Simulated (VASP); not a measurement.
# BaTiO3: single point with PBEsol

Crystal: BaTiO3.

```
Ba Ti O
1.0
     3.94967    0.00000    0.00000
     0.00000    2.82859    2.83898
     0.00000   -2.82859    2.83898
Ba Ti O
1 1 3
Direct
  0.00000 0.00706 0.00706
  0.50000 0.51990 0.51990
  0.00000 0.49142 0.49142
  0.50000 0.49372 0.98477
  0.50000 0.98477 0.49372
```

```json
{"Program": "VASP 6.6.1", "Task": "single point", "Functional": "PBEsol", "Potentials or basis": "VASP PAW PBE potentials, release 64 (Ba_sv, Ti_sv, O)", "Cutoff": "520 eV", "k mesh": "6 × 6 × 6", "Occupations": "fermi-dirac, width 0.02 eV", "Spin": "no spin polarisation"}
```

```json
{
 "Pressure": "1.9 GPa",
 "Largest force": "0.057 eV/Å",
 "Band gap on the k mesh": "2.09 eV (least direct gap 2.44 eV)"
}
```

Forces in eV/Å, atoms in the order of the input:
```
Ba   0.000  0.000 -0.037
Ti   0.000  0.000 -0.057
O    0.000  0.000  0.017
O    0.000 -0.022  0.038
O    0.000  0.022  0.038
```

Levels at points of the mesh, in eV from the valence-band top:
| k point | band 17 | band 18 | band 19 | band 20 | band 21 | band 22 | band 23 | band 24 |
| --- | --- | --- | --- | --- | --- | --- | --- | --- |
| (0.00, 0.00, 0.00) | -1.16 | -0.45 | -0.44 | -0.35 | 2.09 | 2.28 | 2.35 | 4.41 |
| (0.50, 0.00, 0.00) | -1.79 | -1.65 | -1.12 | -0.98 | 2.48 | 3.71 | 3.86 | 4.40 |
| (0.00, 0.50, 0.00) | -1.92 | -1.76 | -0.92 | -0.78 | 2.32 | 3.75 | 3.78 | 4.40 |
| (0.50, 0.50, 0.00) | -1.71 | -0.93 | -0.91 | -0.09 | 3.80 | 3.81 | 4.16 | 4.97 |
| (0.00, 0.50, 0.50) | -1.66 | -0.92 | -0.86 | -0.23 | 3.76 | 3.80 | 4.10 | 5.21 |
| (0.50, 0.50, 0.50) | -2.40 | -0.14 | -0.02 | 0.00 | 4.35 | 4.38 | 4.47 | 6.51 |

It took 91 s on 1 thread of Intel(R) Xeon(R) Platinum 8375C CPU @ 2.90GHz (Ice Lake), with other jobs on the host, peak memory 0.23 GiB.

Caveat: the PAW data sets were made with another functional, which shifts forces and pressure a little; spin-orbit coupling is left out, which moves the levels of the heavy elements. PBEsol gaps usually lie below the measured ones, often by a third to a half.
